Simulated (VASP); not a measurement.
A run of VASP 6.6.1 is set up as follows.

File INCAR:

```
ALGO = Normal ; EDIFF = 1E-6
EDIFFG = -0.01 ; ENCUT = 600
GGA = PE ; IBRION = 2
ISIF = 3 ; ISMEAR = 0
LASPH = T ; LCHARG = F
LREAL = F ; LWAVE = F
NELM = 100 ; NSW = 100
PREC = Accurate ; SIGMA = 0.1
```

File KPOINTS:

```
k-points
0
Gamma
  20 20 18
```

The input POSCAR:

```
MgC
1.0
    2.7410422475      0.0000000000      0.0000000000
    0.0000000000      2.7410422475      0.0000000000
    0.0000000000      0.0000000000      2.9267487284
Mg C
1 1
Direct
    0.0000000000      0.0000000000      0.5000000000
    0.5000000000      0.5000000000      0.0000000000
```

Potentials or basis: VASP PAW PBE potentials, release 64 (Mg, C).

Run with:

```console
$ cat potpaw_PBE.64/Mg/POTCAR potpaw_PBE.64/C/POTCAR > POTCAR
$ mpirun -np 1 vasp_std > vasp.out
```

Task: Estimate the space group after relaxing (to 0.1 Å).

Result: Pm-3m (No. 221).

Task: Estimate the relaxed cell.

Result: a = 2.790 Å, b = 2.790 Å, c = 2.816 Å, α = 90.00°, β = 90.00°, γ = 90.00°.

Task: Predict the band gap on the k mesh.

Result: Zero (bands 3 and 4 overlap by 4.16 eV).

Task: Predict the relaxed volume.

Result: 10.96 Å³/atom.

Stress tensor (GPa, compression positive):
```
 0.04  0.00  0.00
 0.00  0.04  0.00
 0.00  0.00 -0.11
```
